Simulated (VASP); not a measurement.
Input of a VASP 6.6.1 run:

File INCAR:

```
ALGO = Normal
EDIFF = 1E-6
ENCUT = 700
GGA = PS
GGA_COMPAT = False
ISIF = 2
ISMEAR = 0
LASPH = True
LCHARG = False
LREAL = False
LWAVE = False
NBANDS = 21
NELM = 120
PREC = Accurate
SIGMA = 0.1
```

The input KPOINTS:

```
k-points
0
Gamma
  8 8 8
```

File POSCAR:

```
Cr
1.0
    0.0000000000      1.9679603613      4.2919206281
    1.3748338084      0.0000000000      4.2919206281
    1.3748338084      1.9679603613      0.0000000000
Cr
2
Direct
    0.1317571488      0.1317571488      0.8682428512
    0.8682428512      0.8682428512      0.1317571488
```

Potentials or basis: VASP PAW PBE potentials, release 64 (Cr_sv).

Command:

```bash
$ cat potpaw_PBE.64/Cr_sv/POTCAR > POTCAR
$ mpirun -np 1 vasp_std > vasp.out
```

(1) Predict the band gap on the k mesh.

(2) What does it give for the pressure?

## Answers

(1) zero (bands 14 and 15 overlap by 1.07 eV).

(2) -0.9 GPa.

Caveat: the k points lie up to 0.36 Å⁻¹ apart, too coarse for converged energies and pressures of a metal; the PAW data sets were made with another functional, which shifts forces and pressure a little; the run has no spin polarisation, though such a crystal can be magnetic.
